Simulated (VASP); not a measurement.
Runs of VASP 6.6.1 on SmPb2. The structure is that of space group P6/mmm (No. 191), or close to it. The cells are those of the table. The cell was built from a structure type or drawn by symmetry, and may not be a known phase.

```csv
task,cell,k mesh,smearing,gap on the mesh (eV),pressure (GPa)
relaxation of cell and atoms,"relaxed from a = 5.153, b = 5.153, c = 3.618 Å, angles 90.0, 90.0, 120.0°, 3 atoms",6 × 6 × 6,gaussian 0.1 eV,none,0.1
single point,"a = 5.511, b = 5.511, c = 3.519 Å, angles 90.0, 90.0, 120.0°, 3 atoms",12 × 12 × 12,gaussian 0.1 eV,none,0.1
single point,"a = 5.410, b = 5.410, c = 3.664 Å, angles 90.0, 90.0, 120.0°, 3 atoms",6 × 6 × 6,gaussian 0.1 eV,none,0.3
single point,"a = 5.153, b = 5.153, c = 3.618 Å, angles 90.0, 90.0, 120.0°, 3 atoms",6 × 6 × 6,gaussian 0.1 eV,none,(a)
single point,"a = 5.511, b = 5.511, c = 3.519 Å, angles 90.0, 90.0, 120.0°, 3 atoms",12 × 12 × 12,tetrahedron,none,0.1
```

Alike in all rows: level PBE; potentials or basis VASP PAW PBE potentials, release 64 (Sm_3, Pb_d), 4f in core; no spin polarisation; cutoff (eV) 500.

Q: Estimate the missing entries.

A: (a) 7.8.

Caveats: spin-orbit coupling is left out, which moves the levels of the heavy elements; the 4f electrons are frozen in the core, so they carry no moment and show no levels; the cell stands under pressure (at least some runs); tetrahedron occupations give inexact forces and stress in metals (at least some runs).

A k mesh can miss the band edges, and the runs leave out spin-orbit coupling on Pb, Sm.

A gap of «none» marks levels without a gap at the run's occupations.
